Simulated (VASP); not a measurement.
BiB2N:

```
N B Bi
1.0
     3.08489    0.00000    0.00000
     0.00000    3.08489    0.00000
     0.00000    0.00000    4.36269
N B Bi
1 2 1
Direct
  0.00000 0.00000 0.00000
  0.00000 0.50000 0.75000
  0.50000 0.00000 0.25000
  0.50000 0.50000 0.50000
```

```yaml
Program: VASP 6.6.1
Task: relaxation of cell and atoms
Functional: PBE
Potentials_or_basis: VASP PAW PBE potentials, release 64 (N, B, Bi_d)
Cutoff: 600 eV
k_mesh: 8 × 8 × 6
Occupations: fermi-dirac, width 0.02 eV
Spin: no spin polarisation
```

At the start: pressure 82.8 GPa; volume 10.38 Å³/atom.

Question: How do energy, volume and symmetry change on relaxing?

Answer: Over 32 steps the energy falls by 1704.8 meV/atom and the volume is 12.86 Å³/atom (+23.9 %); space group P-4m2 (No. 115, to 0.05 Å).

The path:
```tsv
step	energy change (eV)	largest force (eV/Å)	pressure (GPa)	volume (Å³)
1	0.0000	12.7163	82.81	41.52
2	-1.7396	0.6216	-21.70	82.73
3	-5.4069	0.0979	-12.13	57.09
4	-5.5067	0.5046	-9.27	55.47
5	-5.5473	1.2563	-4.07	53.28
6	-5.5496	1.1205	-4.96	53.60
7	-5.7496	0.7407	-1.71	51.20
8	-5.8472	0.4564	3.57	48.61
9	-5.8504	0.3597	5.57	47.82
10	-5.9629	0.1856	0.74	49.50
11	-6.0306	0.2103	-6.66	53.06
12	-5.8151	1.1780	-13.01	59.89
13	-6.0962	0.1882	-8.71	54.64
14	-6.0030	0.9946	-11.96	57.83
15	-6.1018	0.4377	-9.83	55.44
16	-6.1317	0.5529	-10.00	55.62
17	-6.1793	0.9126	-9.71	56.11
18	-6.2254	0.9212	-8.84	55.60
19	-6.3437	0.9420	-5.93	54.06
20	-6.4736	1.0474	1.70	51.05
21	-6.4820	1.1192	4.89	50.03
22	-6.5415	1.0393	4.74	50.09
23	-6.6992	0.6966	3.85	50.23
24	-6.7677	0.8709	1.97	50.40
25	-6.7991	0.0182	2.70	50.34
26	-6.8028	0.1955	2.47	50.36
27	-6.8144	0.1482	0.22	51.18
28	-6.8157	0.1308	-0.76	51.56
29	-6.8187	0.0394	-0.28	51.47
30	-6.8192	0.0180	0.02	51.42
31	-6.8193	0.0081	-0.01	51.43
32	-6.8193	0.0027	-0.02	51.44
```

Final structure:
```yaml
crystal:
  lattice:
    - [2.85331, 0.00000, 0.00000]
    - [0.00000, 2.85331, 0.00000]
    - [0.00000, 0.00000, 6.31793]
  atoms:
    - { symbol: N, position: [0.00000, 0.00000, 0.00000] }
    - { symbol: B, position: [0.00000, 0.50000, 0.87980] }
    - { symbol: B, position: [0.50000, 0.00000, 0.12020] }
    - { symbol: Bi, position: [0.50000, 0.50000, 0.50000] }
```

Caveat: the volume moved by over 15 % at a fixed basis, so the end points are rough.
